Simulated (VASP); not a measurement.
# MgO (Periclase) (Fm-3m) in VASP: vibrations by perturbation theory with PBEsol

Aim: the vibrations by perturbation theory of MgO (Periclase) with PBEsol.

All numbers are computed with VASP 6.6.1; they aren't measurements. Logs are shortened: lines on timing, memory, paths and dates and some standing lists are left out, and cuts for length are marked.

## (1) The cell of the first run

The structure is cubic, space group Fm-3m (No. 225). The conventional cell has a = 4.214 Å, b = 4.214 Å, c = 4.214 Å, α = 90.00°, β = 90.00°, γ = 90.00°. Mg (site symmetry m-3m) has 6 O at 2.11 Å within 2.8 Å. Within 2.8 Å of O (site symmetry m-3m) lie 6 Mg at 2.11 Å.

## (2) Vibrations by perturbation theory, PBEsol

File INCAR:

```
SYSTEM = MgO
ALGO = Normal
EDIFF = 1E-8
ENCUT = 520
GGA = PS
IBRION = 8
ISIF = 2
ISMEAR = 0
LASPH = .TRUE.
LCHARG = .FALSE.
LEPSILON = .TRUE.
LREAL = .FALSE.
LWAVE = .FALSE.
NELM = 80
NSW = 1
PREC = Accurate
SIGMA = 0.01
```

File KPOINTS:

```
k-points
0
G
  8 8 8
  0 0 0
```

File POSCAR:

```
MgO
1.0
    0.0000000000      2.1070911043      2.1070911043
    2.1070911043      0.0000000000      2.1070911043
    2.1070911043      2.1070911043      0.0000000000
Mg O
1 1
Direct
    0.0000000000      0.0000000000      0.0000000000
    0.5000000000      0.5000000000      0.5000000000
```

Potentials or basis: VASP PAW PBE potentials, release 64 (Mg, O).

On the command line:

```sh
$ cat potpaw_PBE.64/Mg/POTCAR potpaw_PBE.64/O/POTCAR > POTCAR
$ mpirun -np 1 vasp_std > vasp.out
```

OUTCAR:

```text
SYSTEM = MgO
   EDIFF = 1E-8
   ENCUT = 520
   GGA = PS
   IBRION = 8
   ISIF = 2
   ISMEAR = 0
   LASPH = .TRUE.
   LEPSILON = .TRUE.
   LREAL = .FALSE.
   NELM = 80
   NSW = 1
   PREC = Accurate

 ion  position               nearest neighbor table
   1  0.000  0.000  0.000-   2 2.11   2 2.11   2 2.11   2 2.11   2 2.11   2 2.11
   2  0.500  0.500  0.500-   1 2.11   1 2.11   1 2.11   1 2.11   1 2.11   1 2.11

  LATTYP: Found a face centered cubic cell.
 ALAT       =     4.2141822086

  Lattice vectors:

 A1 = (   0.0000000000,   2.1070911043,   2.1070911043)
 A2 = (   2.1070911043,   0.0000000000,   2.1070911043)
 A3 = (   2.1070911043,   2.1070911043,   0.0000000000)

Analysis of symmetry for initial positions (statically):
=====================================================================
 Subroutine PRICEL returns:
 Original cell was already a primitive cell.

 Routine SETGRP: Setting up the symmetry group for a
 face centered cubic supercell.

 Subroutine GETGRP returns: Found 48 space group operations
 (whereof 48 operations were pure point group operations)
 out of a pool of 48 trial point group operations.

The static configuration has the point symmetry O_h .

Analysis of symmetry for dynamics (positions and initial velocities):
=====================================================================
 Subroutine PRICEL returns:
 Original cell was already a primitive cell.

 Routine SETGRP: Setting up the symmetry group for a
 face centered cubic supercell.

 Subroutine GETGRP returns: Found 48 space group operations
 (whereof 48 operations were pure point group operations)
 out of a pool of 48 trial point group operations.

The dynamic configuration has the point symmetry O_h .

 Subroutine INISYM returns: Found 48 space group operations
 (whereof 48 operations are pure point group operations),
 and found     1 'primitive' translations

----------------------------------------------------------------------------------------

                                     Primitive cell

  volume of cell :      18.7103

  direct lattice vectors                    reciprocal lattice vectors
     0.000000000  2.107091104  2.107091104    -0.237293964  0.237293964  0.237293964
     2.107091104  0.000000000  2.107091104     0.237293964 -0.237293964  0.237293964
     2.107091104  2.107091104  0.000000000     0.237293964  0.237293964 -0.237293964

  length of vectors
     2.979876817  2.979876817  2.979876817     0.411005201  0.411005201  0.411005201

  position of ions in fractional coordinates (direct lattice)
     0.000000000  0.000000000  0.000000000
     0.500000000  0.500000000  0.500000000

  ion indices of the primitive-cell ions
   primitive index   ion index
                 1           1
                 2           2

----------------------------------------------------------------------------------------

 KPOINTS: k-points

Automatic generation of k-mesh.
 Grid dimensions read from file:
[... 416 lines left out ...]
 ------------------------------------------------------

 Free energy of the ion-electron system (eV)
  ---------------------------------------------------
  ---------------------------------------------------
  free energy    TOTEN  =        -0.12231796 eV

  energy without entropy =       -0.12231796

------------------------ aborting loop because EDIFF is reached ----------------------------------------

--------------------------------------- Ionic step        2  -------------------------------------------

------------------------ aborting loop because EDIFF is reached ----------------------------------------

--------------------------------------- Ionic step        3  -------------------------------------------

------------------------ aborting loop because EDIFF is reached ----------------------------------------

 PIEZOELECTRIC TENSOR FIELD DIRECTION 3  (e Angst)
 -----------------------------------------------------------------------------
    -0.00012  0.00000  0.00000           ( -0.00001  0.00000  0.00000)
     0.00000 -0.00012  0.00000           (  0.00000 -0.00001  0.00000)
     0.00000  0.00000 -0.00021           (  0.00000  0.00000 -0.00001)

 PIEZOELECTRIC TENSOR FIELD DIRECTION 3  (C/m^2)
 -----------------------------------------------------------------------------
    -0.00011  0.00000  0.00000
     0.00000 -0.00011  0.00000
     0.00000  0.00000 -0.00018

--------------------------------------- Ionic step        4  -------------------------------------------

------------------------ aborting loop because EDIFF is reached ----------------------------------------

[... ionic steps 5 to 6 ...]

--------------------------------------- Ionic step        7  -------------------------------------------

 Free energy of the ion-electron system (eV)
  ---------------------------------------------------
  ---------------------------------------------------
  free energy    TOTEN  =        -0.35754052 eV

  energy without entropy =       -0.35754052

------------------------ aborting loop because EDIFF is reached ----------------------------------------

 INTERNAL STRAIN TENSOR  FOR ION    2  DIRECTION 1   (eV/Angst):
 -----------------------------------------------------------------------------
    -0.00538 -0.00000  0.00000
     0.00000  0.00707 -0.00000
     0.00000 -0.00000  0.00707

 MACROSCOPIC STATIC DIELECTRIC TENSOR (including local field effects in DFT)
 ------------------------------------------------------
           3.171727     0.000000    -0.000000
           0.000000     3.171727    -0.000000
           0.000000     0.000000     3.171727
 ------------------------------------------------------

 PIEZOELECTRIC TENSOR (including local field effects)  for field in x, y, z        (e  Angst)
          XX          YY          ZZ          XY          YZ          ZX
  --------------------------------------------------------------------------------
  x     0.00000     0.00000     0.00000     0.00000     0.00000     0.00000
  y     0.00000     0.00000     0.00000     0.00000     0.00000     0.00000
  z     0.00000     0.00000     0.00000     0.00000     0.00000     0.00000

 PIEZOELECTRIC TENSOR (including local field effects)  for field in x, y, z        (C/m^2)
          XX          YY          ZZ          XY          YZ          ZX
  --------------------------------------------------------------------------------
  x     0.00000     0.00000     0.00000     0.00000     0.00000     0.00000
  y     0.00000     0.00000     0.00000     0.00000     0.00000     0.00000
  z     0.00000     0.00000     0.00000     0.00000     0.00000     0.00000

 BORN EFFECTIVE CHARGES (including local field effects) (in |e|, cummulative output)
 ---------------------------------------------------------------------------------
 ion    1
    1     1.96686     0.00000     0.00000
    2     0.00000     1.96686     0.00000
    3     0.00000     0.00000     1.96686
 ion    2
    1    -1.96686     0.00000    -0.00000
    2    -0.00000    -1.96686     0.00000
    3     0.00000    -0.00000    -1.96686

 INTERNAL STRAIN TENSOR FOR ION    2 for displacements in x,y,z  (eV/Angst):
          X           Y           Z          XY          YZ          ZX
  --------------------------------------------------------------------------------
  x     0.00000     0.00000     0.00000     0.00000     0.00000     0.00000
  y     0.00000     0.00000     0.00000     0.00000     0.00000     0.00000
  z     0.00000     0.00000     0.00000     0.00000     0.00000     0.00000

 SECOND DERIVATIVES (NOT SYMMETRIZED)
 ------------------------------------
               1X          1Y          1Z          2X          2Y          2Z
  1X    -5.387277    0.000000    0.000000    5.387277    0.000000    0.000000
  1Y     0.000000   -5.387277    0.000000    0.000000    5.387277    0.000000
  1Z     0.000000    0.000000   -5.387277    0.000000    0.000000    5.387277
  2X     5.411249    0.000000    0.000000   -5.411249    0.000000    0.000000
  2Y     0.000000    5.411249    0.000000    0.000000   -5.411249    0.000000
  2Z     0.000000    0.000000    5.411249    0.000000    0.000000   -5.411249

 Eigenvectors and eigenvalues of the dynamical matrix
 ----------------------------------------------------

   1 f  =   11.697396 THz    73.496904 2PiTHz  390.183118 cm-1    48.376519 meV
             X         Y         Z           dx          dy          dz
      0.000000  0.000000  0.000000     0.000000    0.629215    0.000000
      2.107091  2.107091  2.107091     0.000000   -0.777232    0.000000
[... 21 lines left out ...]
   6 f/i=    0.012699 THz     0.079792 2PiTHz    0.423605 cm-1     0.052520 meV
             X         Y         Z           dx          dy          dz
      0.000000  0.000000  0.000000     0.000000    0.000000    0.777232
      2.107091  2.107091  2.107091     0.000000    0.000000    0.629215

--------------------------------------------------------------------------------------------------------

 MACROSCOPIC STATIC DIELECTRIC TENSOR IONIC CONTRIBUTION
 ------------------------------------------------------
           6.929410    -0.000000    -0.000000
          -0.000000     6.929410    -0.000000
          -0.000000    -0.000000     6.929410
 ------------------------------------------------------

 ELASTIC MODULI CONTR FROM IONIC RELAXATION (kBar)
 Direction    XX          YY          ZZ          XY          YZ          ZX
 --------------------------------------------------------------------------------
 XX           0.0000      0.0000      0.0000      0.0000      0.0000      0.0000
 YY           0.0000      0.0000      0.0000      0.0000      0.0000      0.0000
 ZZ           0.0000      0.0000      0.0000      0.0000      0.0000      0.0000
 XY           0.0000      0.0000      0.0000      0.0000      0.0000      0.0000
 YZ           0.0000      0.0000      0.0000      0.0000      0.0000      0.0000
 ZX           0.0000      0.0000      0.0000      0.0000      0.0000      0.0000
 --------------------------------------------------------------------------------

 PIEZOELECTRIC TENSOR IONIC CONTR  for field in x, y, z        (C/m^2)
          XX          YY          ZZ          XY          YZ          ZX
  --------------------------------------------------------------------------------
  x     0.00000     0.00000     0.00000     0.00000     0.00000     0.00000
  y     0.00000     0.00000     0.00000     0.00000     0.00000     0.00000
  z     0.00000     0.00000     0.00000     0.00000     0.00000     0.00000
```

Run time: 58 s. Hardware: 1 thread of AMD EPYC 9R45 (Zen 5), shared host; peak memory 0.13 GiB.

Results:

| Property | Result |
| --- | --- |
| Electronic dielectric tensor (diagonal) | 3.17 |
| Born charges (mean of the diagonal) | Mg +1.97; O -1.97 e |
| Highest phonon frequency at Γ, LO-TO splitting left out | 390 cm⁻¹ |

Phonon frequencies in cm⁻¹ (negative: imaginary):
```
              q point        frequencies
(0.000, 0.000, 0.000)  0 0 0 390 390 390
```

Electronic dielectric tensor:
```
3.17 0.00 0.00
0.00 3.17 0.00
0.00 0.00 3.17
```

Born effective charge tensors (e):
atom 1, Mg
```
1.97 0.00 0.00
0.00 1.97 0.00
0.00 0.00 1.97
```
atom 2, O
```
-1.97  0.00  0.00
 0.00 -1.97  0.00
 0.00  0.00 -1.97
```
